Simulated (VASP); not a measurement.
# Ca2SnN (P4/mmm) in VASP: a series of runs

Runs on Ca2SnN. Level: PBE. Tasks: single point.

Program: VASP 6.6.1. These are calculated values, not measurements. Logs are shortened: lines on timing, memory, paths and dates and some standing lists are left out, and cuts for length are marked.

## Step 1: The cell of the first run

Symmetry: P4/mmm, No. 123, tetragonal system. Conventional cell: a = 4.027 Å, b = 4.027 Å, c = 6.590 Å, α = 90.00°, β = 90.00°, γ = 90.00°. Within 3.8 Å of Ca (site symmetry 4/mmm) lie 4 Sn at 2.85 Å and 2 Ca at 3.30 Å. Within 3.8 Å of Ca (site symmetry 4/mmm) lie 4 N at 2.85 Å and 2 Ca at 3.30 Å. Sn (site symmetry 4/mmm) has 4 Ca at 2.85 Å and 2 N at 3.30 Å within 3.8 Å. Within 3.8 Å of N (site symmetry 4/mmm) lie 4 Ca at 2.85 Å and 2 Sn at 3.30 Å.

The cell was generated, and may not be a known phase.

## Step 2: Single point, PBE

INCAR

```
SYSTEM = Ca2SnN
PREC     = Accurate       ! precision mode
ENCUT    = 520            ! plane-wave cutoff, eV
EDIFF    = 1E-6           ! SCF threshold, eV
ISMEAR   = 0              ! smearing method
SIGMA    = 0.1            ! smearing width, eV
LREAL    = .FALSE.        ! projectors in reciprocal space
LASPH    = .TRUE.         ! aspherical terms in the spheres
NELM     = 80             ! most SCF steps
ALGO     = Normal         ! electronic algorithm
ISIF     = 2              ! what is computed and relaxed
LWAVE    = .FALSE.        ! write WAVECAR
LCHARG   = .TRUE.         ! write CHGCAR
GGA      = PE             ! functional
LELF     = .TRUE.         ! ELF
LVHAR    = .TRUE.       
NBANDS   = 28             ! bands
```

KPOINTS

```
Automatic mesh
0
G
  12 12 8
  0 0 0
```

POSCAR

```
Ca2SnN
1.0
    4.0272621581      0.0000000000      0.0000000000
    0.0000000000      4.0272621581      0.0000000000
    0.0000000000      0.0000000000      6.5900791627
Ca Sn N
2 1 1
Direct
    0.0000000000      0.0000000000      0.5000000000
    0.0000000000      0.0000000000      0.0000000000
    0.5000000000      0.5000000000      0.5000000000
    0.5000000000      0.5000000000      0.0000000000
```

Potentials or basis: VASP PAW PBE potentials, release 64 (Ca_sv, Sn_d, N).

Launch:

```console
$ cat potpaw_PBE.64/Ca_sv/POTCAR potpaw_PBE.64/Sn_d/POTCAR potpaw_PBE.64/N/POTCAR > POTCAR
$ mpirun -np 1 vasp_std > vasp.out
```

OUTCAR:

```text
SYSTEM = Ca2SnN
   PREC = Accurate
   ENCUT = 520
   EDIFF = 1E-6
   ISMEAR = 0
   LREAL = .FALSE.
   LASPH = .TRUE.
   NELM = 80
   ISIF = 2
   GGA = PE

 ion  position               nearest neighbor table
   1  0.000  0.000  0.500-   3 2.85   3 2.85   3 2.85   3 2.85
   2  0.000  0.000  0.000-
   3  0.500  0.500  0.500-   1 2.85   1 2.85   1 2.85   1 2.85
   4  0.500  0.500  0.000-

  LATTYP: Found a simple tetragonal cell.
 ALAT       =     4.0272621581
 C/A-ratio  =     1.6363670663

  Lattice vectors:

 A1 = (   4.0272621581,   0.0000000000,   0.0000000000)
 A2 = (   0.0000000000,   4.0272621581,   0.0000000000)
 A3 = (   0.0000000000,   0.0000000000,   6.5900791627)

Analysis of symmetry for initial positions (statically):
=====================================================================
 Subroutine PRICEL returns:
 Original cell was already a primitive cell.

 Routine SETGRP: Setting up the symmetry group for a
 simple tetragonal supercell.

 Subroutine GETGRP returns: Found 16 space group operations
 (whereof 16 operations were pure point group operations)
 out of a pool of 16 trial point group operations.

The static configuration has the point symmetry D_4h.

Analysis of symmetry for dynamics (positions and initial velocities):
=====================================================================
 Subroutine PRICEL returns:
 Original cell was already a primitive cell.

 Routine SETGRP: Setting up the symmetry group for a
 simple tetragonal supercell.

 Subroutine GETGRP returns: Found 16 space group operations
 (whereof 16 operations were pure point group operations)
 out of a pool of 16 trial point group operations.

The dynamic configuration has the point symmetry D_4h.

 Subroutine INISYM returns: Found 16 space group operations
 (whereof 16 operations are pure point group operations),
 and found     1 'primitive' translations

----------------------------------------------------------------------------------------

                                     Primitive cell

  volume of cell :     106.8834

  direct lattice vectors                    reciprocal lattice vectors
     4.027262158  0.000000000  0.000000000     0.248307649  0.000000000  0.000000000
     0.000000000  4.027262158  0.000000000     0.000000000  0.248307649  0.000000000
     0.000000000  0.000000000  6.590079163     0.000000000  0.000000000  0.151743245

  length of vectors
     4.027262158  4.027262158  6.590079163     0.248307649  0.248307649  0.151743245

  position of ions in fractional coordinates (direct lattice)
     0.000000000  0.000000000  0.500000000
     0.000000000  0.000000000  0.000000000
     0.500000000  0.500000000  0.500000000
     0.500000000  0.500000000  0.000000000

  ion indices of the primitive-cell ions
   primitive index   ion index
                 1           1
                 2           2
                 3           3
                 4           4

----------------------------------------------------------------------------------------

 KPOINTS: Automatic mesh

Automatic generation of k-mesh.
 Grid dimensions read from file:
 generate k-points for:   12   12    8

 Generating k-lattice:

  Cartesian coordinates                     Fractional coordinates (reciprocal lattice)
     0.020692304  0.000000000  0.000000000     0.083333333  0.000000000  0.000000000
     0.000000000  0.020692304  0.000000000     0.000000000  0.083333333  0.000000000
     0.000000000  0.000000000  0.018967906     0.000000000  0.000000000  0.125000000

  Length of vectors
     0.020692304  0.020692304  0.018967906

  Shift w.r.t. Gamma in fractional coordinates (k-lattice)
     0.000000000  0.000000000  0.000000000

 Subroutine IBZKPT returns following result:
 ===========================================

 Found    140 irreducible k-points:

 Following reciprocal coordinates:
            Coordinates               Weight
  0.000000  0.000000  0.000000      1.000000
  0.083333  0.000000  0.000000      4.000000
  0.166667  0.000000  0.000000      4.000000
  0.250000  0.000000  0.000000      4.000000
  0.333333  0.000000  0.000000      4.000000
  0.416667  0.000000  0.000000      4.000000
[... 16 lines left out ...]
  0.333333  0.333333  0.000000      4.000000
  0.416667  0.333333  0.000000      8.000000
 [... further k-points ...]
   k-points           NKPTS =    140   k-points in BZ     NKDIM =    140   number of bands    NBANDS=     28
   number of dos      NEDOS =    301   number of ions     NIONS =      4
   total plane-waves  NPLWV =  45000
   dimension x,y,z NGX =    30 NGY =   30 NGZ =   50
   dimension x,y,z NGXF=    60 NGYF=   60 NGZF=  100
   ions per type =               2   1   1
   NGX,Y,Z   is equivalent  to a cutoff of  12.38, 12.38, 12.61 a.u.
   NGXF,Y,Z  is equivalent  to a cutoff of  24.77, 24.77, 25.23 a.u.
 SYSTEM =  Ca2SnN
   PREC   = accura    normal or accurate (medium, high low for compatibility)
   ISTART =      0    job   : 0-new  1-cont  2-samecut
   ICHARG =      2    charge: 1-file 2-atom 10-const
   ISPIN  =      1    spin polarized calculation?
   LNONCOLLINEAR =      F non collinear calculations
   LSORBIT =      F    spin-orbit coupling
   LASPH  =      T    aspherical Exc in radial PAW
   ENCUT  =  520.0 eV  38.22 Ry    6.18 a.u.   7.49  7.49 12.25*2*pi/ulx,y,z
   NELM   =     80;   NELMIN=  2; NELMDL= -5     # of ELM steps
   EDIFF  = 0.1E-05   stopping-criterion for ELM
   LREAL  =      F    real-space projection
   EDIFFG = 0.1E-04   stopping-criterion for IOM
   NSW    =      0    number of steps for IOM
   IBRION =     -1    ionic relax: 0-MD 1-quasi-New 2-CG
   NFREE  =      0    steps in history (QN), initial steepest desc. (CG)
   ISIF   =      2    stress and relaxation
   ISYM   =      2    0-nonsym 1-usesym 2-fastsym
   POTIM  = 0.5000    time-step for ionic-motion
   TEBEG  =    0.0;   TEEND  =   0.0 temperature during run
   PSTRESS=    0.0 pullay stress
   NELECT =      39.0000    total number of electrons
   NUPDOWN=      -1.0000    fix difference up-down
   EMIN   =  10.00;   EMAX   =-10.00  energy-range for DOS
   EFERMI =   0.00;   METHOD = LEGACY
   ISMEAR =     0;   SIGMA  =   0.10  broadening in eV -4-tet -1-fermi 0-gaus
   EFERMI_NEDOS =   21; number of points for ismear=-14 and -15
   IALGO  =     38    algorithm
   IMIX   =      4    mixing-type and parameters
     AMIX     =   0.40;   BMIX     =  1.00
     AMIX_MAG =   1.60;   BMIX_MAG =  1.00
  volume/ion in A,a.u.               =      26.72       180.32
  Fermi-wavevector in a.u.,A,eV,Ry     =   1.169839  2.210676 18.619901  1.368524
  Thomas-Fermi vector in A             =   2.306306
   LORBIT       =      0    0 simple, 1 ext, 2 COOP (PROOUT), +10 PAW based schemes
   GGA     = PE    functional components
   LHFCALC =     F    Hartree Fock is set to
   AEXX    =    0.0000 exact exchange contribution
   IVDW    =     0    specifies the selected vdW correction
   LEPSILON=     F    determine dielectric tensor
   LRPA    =     F    only Hartree local field effects (RPA)
 non-spin polarized calculation
 Gauss-broadening in eV      SIGMA  =   0.10
  energy-cutoff  :      520.00
  volume of cell :      106.88
 maximum number of plane-waves:      2929
 NGX is ok and might be reduce to    30
   NGX = 15   NGY = 15   NGZ = 25

 number of electron      39.0000006 magnetization

 Free energy of the ion-electron system (eV)
  ---------------------------------------------------
  ext. energy  EPLUGINS =         0.00000000
  ---------------------------------------------------
  free energy    TOTEN  =       -13.73658227 eV

  energy without entropy =      -13.72129590  energy(sigma->0) =      -13.72893908

 E-fermi :   3.2270     XC(G=0):  -8.8874

 val. band max:        3.2227099900   @ k =   0.3333   0.2500   0.5000
 cond. band min:       3.2279022788   @ k =   0.2500   0.0000   0.3750
 fundamental gap:      0.0051922889
 Fermi energy:         3.2269772707

 k-point     1 :       0.0000    0.0000    0.0000
  band No.  band energies     occupation
      1     -38.0215      2.00000
      2     -37.7324      2.00000
      3     -19.3883      2.00000
      4     -18.9173      2.00000
      5     -18.8242      2.00000
      6     -18.8242      2.00000
[... 20 lines left out ...]
     27       6.7624      0.00000
     28       6.8455      0.00000

 k-point     2 :       0.0833    0.0000    0.0000
  band No.  band energies     occupation
      1     -38.0213      2.00000
      2     -37.7321      2.00000
      3     -19.3880      2.00000
      4     -18.9176      2.00000
      5     -18.8287      2.00000
      6     -18.8247      2.00000
[... 20 lines left out ...]
     27       6.8806      0.00000
     28       7.2269      0.00000

 k-point     3 :       0.1667    0.0000    0.0000
  band No.  band energies     occupation
      1     -38.0208      2.00000
      2     -37.7312      2.00000
      3     -19.3872      2.00000
      4     -18.9185      2.00000
      5     -18.8418      2.00000
      6     -18.8291      2.00000
[... 20 lines left out ...]
     27       7.2001      0.00000
     28       7.9330      0.00000

 k-point     4 :       0.2500    0.0000    0.0000
  band No.  band energies     occupation
      1     -38.0201      2.00000
      2     -37.7299      2.00000
      3     -19.3861      2.00000
      4     -18.9196      2.00000
      5     -18.8631      2.00000
      6     -18.8527      2.00000
[... 578 lines left out ...]
     27       7.9122      0.00000
     28       8.1109      0.00000

 k-point    23 :       0.3333    0.3333    0.0000
  band No.  band energies     occupation
      1     -38.0173      2.00000
      2     -37.7262      2.00000
      3     -19.3792      2.00000
      4     -18.9137      2.00000
      5     -18.9083      2.00000
      6     -18.8610      2.00000
[... 20 lines left out ...]
     27       7.8030      0.00000
     28       7.8925      0.00000

 k-point    24 :       0.4167    0.3333    0.0000
  band No.  band energies     occupation
      1     -38.0167      2.00000
      2     -37.7256      2.00000
      3     -19.3777      2.00000
      4     -18.9120      2.00000
      5     -18.8891      2.00000
      6     -18.8673      2.00000
[... 20 lines left out ...]
     27       7.8084      0.00000
     28       7.9506      0.00000

 [... further k-points ...]

------------------------ aborting loop because EDIFF is reached ----------------------------------------

  FORCE on cell =-STRESS in cart. coord.  units (eV):
  Direction    XX          YY          ZZ          XY          YZ          ZX
  --------------------------------------------------------------------------------------
  -------------------------------------------------------------------------------------
  Total        0.0841232      0.0841232     -0.0220211      0.0000000     -0.0000000      0.0000000
  in kB        1.2610028      1.2610028     -0.3300950      0.0000000     -0.0000000      0.0000000
  external PRESSURE =       0.7306368 kB  Pullay stress =       0.0000000 kB

 VOLUME and BASIS-vectors are now :
 -----------------------------------------------------------------------------
  energy-cutoff  :      520.00
  volume of cell :      106.88
      direct lattice vectors                 reciprocal lattice vectors
     4.027262158  0.000000000  0.000000000     0.248307649  0.000000000  0.000000000
     0.000000000  4.027262158  0.000000000     0.000000000  0.248307649  0.000000000
     0.000000000  0.000000000  6.590079163     0.000000000  0.000000000  0.151743245

 POSITION                                       TOTAL-FORCE (eV/Angst)
 -----------------------------------------------------------------------------------
      0.00000      0.00000      3.29504         0.000000      0.000000      0.000000
      0.00000      0.00000      0.00000         0.000000      0.000000      0.000000
      2.01363      2.01363      3.29504         0.000000      0.000000      0.000000
      2.01363      2.01363      0.00000         0.000000      0.000000      0.000000
 -----------------------------------------------------------------------------------
    total drift:                                0.000000      0.000000      0.000000

  FREE ENERGIE OF THE ION-ELECTRON SYSTEM (eV)
  ---------------------------------------------------
  free  energy   TOTEN  =       -13.7365822685 eV

  energy  without entropy=      -13.7212958954  energy(sigma->0) =      -13.72893908
```

Run time: 4.8 min. Hardware: 1 thread of Intel Xeon Platinum 8559C (Emerald Rapids), shared host; peak memory 0.5 GiB.

Results:

- Free energy: -13.7366 eV
- Pressure: 0.1 GPa
- Band gap on the k mesh: zero (an odd number of electrons rules out a gap without spin polarisation)

Caveat: spin-orbit coupling is left out, which moves the levels of the heavy elements.

## Step 3: Single point, PBE

This run uses another cell than the first one, of 27.00 Å³/atom.

INCAR

```
  PREC = Accurate
  ENCUT = 520
  EDIFF = 1E-6
  ISMEAR = 0
  SIGMA = 0.1
  LREAL = False
  LASPH = True
  NELM = 60
  ALGO = Normal
  ISIF = 2
  LWAVE = False
  LCHARG = True
  GGA = PE
  LELF = True
  LVHAR = True
  NBANDS = 28
```

KPOINTS

```
regular mesh
0
Gamma
  4 4 6
```

POSCAR

```
Ca2SnN
1.0
    2.8480456332     -2.8480120677      0.0000000000
    2.8480456332      2.8480120677      0.0000000000
    0.0000000000      0.0000000000      6.6585925766
Ca Sn N
2 1 1
Direct
    0.0000000000      0.0000000000      0.5000000000
    0.0000000000      0.0000000000      0.0000000000
    0.5000000000      0.5000000000      0.5000000000
    0.5000000000      0.5000000000      0.0000000000
```

Potentials or basis: VASP PAW PBE potentials, release 64 (Ca_sv, Sn_d, N).

Launch:

```console
$ cat potpaw_PBE.64/Ca_sv/POTCAR potpaw_PBE.64/Sn_d/POTCAR potpaw_PBE.64/N/POTCAR > POTCAR
$ mpirun -np 1 vasp_std > vasp.out
```

Run time: 99 s. Hardware: 1 thread of Oxide Virtual Turin-like, shared host; peak memory 0.21 GiB.

It converged, with:

```
Free energy            : -13.8100 eV
Pressure               : 0.0 GPa
Band gap on the k mesh : zero (an odd number of electrons rules out a gap without spin polarisation)
```

Levels at points of the mesh, in eV from the Fermi level:
| k point | band 16 | band 17 | band 18 | band 19 | band 20 | band 21 | band 22 | band 23 | band 24 | band 25 |
| --- | --- | --- | --- | --- | --- | --- | --- | --- | --- | --- |
| (0.00, 0.00, 0.00) | -2.20 | -0.04 | -0.04 | 0.36 | 1.22 | 1.70 | 2.27 | 2.27 | 2.80 | 2.80 |
| (0.50, 0.00, 0.00) | -3.09 | -1.97 | -1.29 | -0.60 | 0.33 | 1.22 | 1.45 | 2.48 | 3.04 | 4.17 |
| (0.50, 0.50, 0.00) | -1.52 | -1.52 | -0.94 | -0.24 | -0.24 | 0.87 | 1.14 | 1.14 | 3.14 | 4.49 |
| (0.00, 0.00, 0.50) | -1.20 | -0.56 | -0.01 | -0.01 | 1.32 | 1.99 | 1.99 | 2.24 | 2.80 | 3.53 |
| (0.50, 0.00, 0.50) | -2.78 | -1.77 | -0.50 | -0.44 | -0.32 | 0.19 | 1.80 | 2.18 | 3.57 | 3.64 |
| (0.50, 0.50, 0.50) | -1.15 | -1.15 | -0.99 | -0.99 | 0.00 | 1.69 | 2.23 | 2.23 | 2.31 | 2.33 |

Caveat: the k points lie up to 0.39 Å⁻¹ apart, too coarse for converged energies and pressures of a metal; spin-orbit coupling is left out, which moves the levels of the heavy elements.

## Step 4: Single point, PBE

INCAR

```
SYSTEM = Ca2SnN
PREC     = Accurate       ! precision mode
ENCUT    = 520            ! plane-wave cutoff, eV
EDIFF    = 1E-6           ! SCF threshold, eV
ISMEAR   = 0              ! smearing method
SIGMA    = 0.1            ! smearing width, eV
LREAL    = .FALSE.        ! projectors in reciprocal space
LASPH    = .TRUE.         ! aspherical terms in the spheres
NELM     = 80             ! most SCF steps
ALGO     = Fast           ! electronic algorithm
ISIF     = 2              ! what is computed and relaxed
LWAVE    = .FALSE.        ! write WAVECAR
LCHARG   = .TRUE.         ! write CHGCAR
GGA      = PE             ! functional
LELF     = .TRUE.         ! ELF
LVHAR    = .TRUE.       
NBANDS   = 28             ! bands
```

KPOINTS

```
Automatic mesh
0
G
  12 12 8
  0 0 0
```

POSCAR

```
Ca2SnN
1.0
    4.0272621581      0.0000000000      0.0000000000
    0.0000000000      4.0272621581      0.0000000000
    0.0000000000      0.0000000000      6.5900791627
Ca Sn N
2 1 1
Direct
    0.0000000000      0.0000000000      0.5000000000
    0.0000000000      0.0000000000      0.0000000000
    0.5000000000      0.5000000000      0.5000000000
    0.5000000000      0.5000000000      0.0000000000
```

Launch:

```console
$ cat potpaw_PBE.64/Ca_sv/POTCAR potpaw_PBE.64/Sn_d/POTCAR potpaw_PBE.64/N/POTCAR > POTCAR
$ mpirun -np 1 vasp_std > vasp.out
```

Wall time 20 min (1 thread of Oxide Virtual Turin-like, shared host); peak memory 0.48 GiB.

It converged, with:

```
Free energy            : -13.7366 eV
Pressure               : 0.1 GPa
Band gap on the k mesh : zero (an odd number of electrons rules out a gap without spin polarisation)
```

Stress tensor (GPa, compression positive):
```
 0.14  0.00  0.00
 0.00  0.14  0.00
 0.00  0.00 -0.02
```

Levels at points of the mesh, in eV from the Fermi level:
```tsv
k point	band 16	band 17	band 18	band 19	band 20	band 21	band 22	band 23	band 24	band 25
(0.00, 0.00, 0.00)	-2.32	-0.12	-0.12	0.26	1.08	1.69	2.15	2.15	2.65	2.65
(0.50, 0.00, 0.00)	-3.23	-2.10	-1.35	-0.69	0.21	1.09	1.41	2.41	2.90	4.20
(0.50, 0.50, 0.00)	-1.66	-1.66	-1.07	-0.31	-0.31	0.74	1.00	1.00	3.13	4.40
(0.00, 0.00, 0.50)	-1.28	-0.62	-0.08	-0.08	1.19	1.84	1.84	2.16	2.72	3.41
(0.50, 0.00, 0.50)	-2.92	-1.85	-0.57	-0.54	-0.38	0.05	1.73	2.09	3.48	3.51
(0.50, 0.50, 0.50)	-1.29	-1.29	-1.07	-1.07	-0.06	1.61	2.13	2.13	2.21	2.25
```

Caveat: spin-orbit coupling is left out, which moves the levels of the heavy elements.
